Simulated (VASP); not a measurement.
# Si: single point with PBE

The system is Si.

```xyz
2
Lattice="-2.3714 2.3714 1.3293 2.3714 -2.3714 1.3293 2.3714 2.3714 -1.3293" Properties=species:S:1:pos:R:3 pbc="T T T"
Si    2.3714    0.0000    0.6646
Si    0.0000    0.0000    1.3293
```

| Item | Value |
| --- | --- |
| Program | VASP 6.6.1 |
| Task | single point |
| Functional | PBE |
| Potentials or basis | VASP PAW PBE potentials, release 64 (Si) |
| Cutoff | 500 eV |
| k mesh | 12 × 12 × 12 |
| Occupations | fermi-dirac, width 0.1 eV |
| Spin | no spin polarisation |
| Dipole correction | no |
| Further INCAR settings | ALGO = Normal; EDIFF = 1e-06; NBANDS = 11 |

```json
{"Pressure": "3.3 GPa", "Band gap on the k mesh": "zero (bands 4 and 5 overlap by 6.88 eV)"}
```

Stress tensor (GPa, compression positive):
```
4.56 0.00 0.00
0.00 4.56 0.00
0.00 0.00 0.75
```

Levels at points of the mesh, in eV from the Fermi level:
```tsv
k point	band 1	band 2	band 3	band 4	band 5	band 6	band 7	band 8
(0.00, 0.00, 0.00)	-13.96	-2.50	-2.50	-1.79	1.50	7.47	9.09	9.10
(0.50, 0.00, 0.00)	-7.81	-6.95	-2.16	-1.89	-1.54	1.00	4.55	5.48
(0.50, 0.50, 0.00)	-10.79	-10.79	0.36	0.36	2.71	2.71	8.10	8.10
(0.50, 0.50, 0.50)	-8.31	-8.31	-6.92	-6.92	5.47	5.47	13.30	13.30
```

Wall time 19 s on 1 thread of Intel(R) Xeon(R) 6975P-C (Granite Rapids), on a shared host, peak memory 0.17 GiB.

Caveat: the cell stands under pressure.
